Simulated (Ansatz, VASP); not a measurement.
Two plane-wave programs on In17P15

```
In P
1.0
    -5.95979    5.95979    5.95979
     5.95979   -5.95979    5.95979
     5.95979    5.95979   -5.95979
In P
17 15
Direct
  0.53114 0.50000 0.00000
  0.50030 0.75030 0.75219
  0.49781 0.99811 0.49811
  0.75189 0.24970 0.00000
  0.50030 0.25219 0.25030
  0.75189 0.50000 0.74970
  0.74811 0.74781 0.49811
  0.99970 0.00189 0.00000
  0.74811 0.99811 0.24781
  0.96886 0.21886 0.71886
  0.99970 0.50000 0.50189
  0.25000 0.78114 0.00000
  0.00219 0.75030 0.25030
  0.25000 0.00189 0.74970
  0.25000 0.24970 0.50189
  0.25000 0.50000 0.28114
  0.25000 0.50000 0.00000
  0.25000 0.75063 0.74516
  0.25000 0.00000 0.50000
  0.50063 0.24516 0.00000
  0.25000 0.24516 0.25063
  0.50063 0.50000 0.74516
  0.50484 0.75484 0.50548
  0.75000 0.00000 0.00000
  0.50484 0.00548 0.25484
  0.74452 0.24937 0.74937
  0.75000 0.50000 0.50000
  0.99516 0.75063 0.00000
  0.75548 0.75484 0.25484
  0.99937 0.99452 0.74937
  0.99937 0.24937 0.49452
  0.99516 0.50000 0.25063
```

Alike in both runs: functional PBE; k mesh 1 × 1 × 1; occupations gaussian, width 0.02 eV; no spin polarisation.

Ansatz relaxed the structure, and its values are those at the end. VASP's run is a single point on that final structure, the one shown.

|  | VASP | Ansatz |
| --- | --- | --- |
| version | VASP 6.6.1 | Ansatz 0.2.0 |
| potentials or method | VASP PAW PBE potentials, release 64 (In_d, P), cutoff 520 eV | scalar-relativistic, plane waves, PAW |
| valence electrons in the cell | 296 | 296 |

|  | VASP | Ansatz | Ansatz less VASP |
| --- | --- | --- | --- |
| rms of the force components (eV/Å) | 0.006 | 0.006 | +0.0005 |
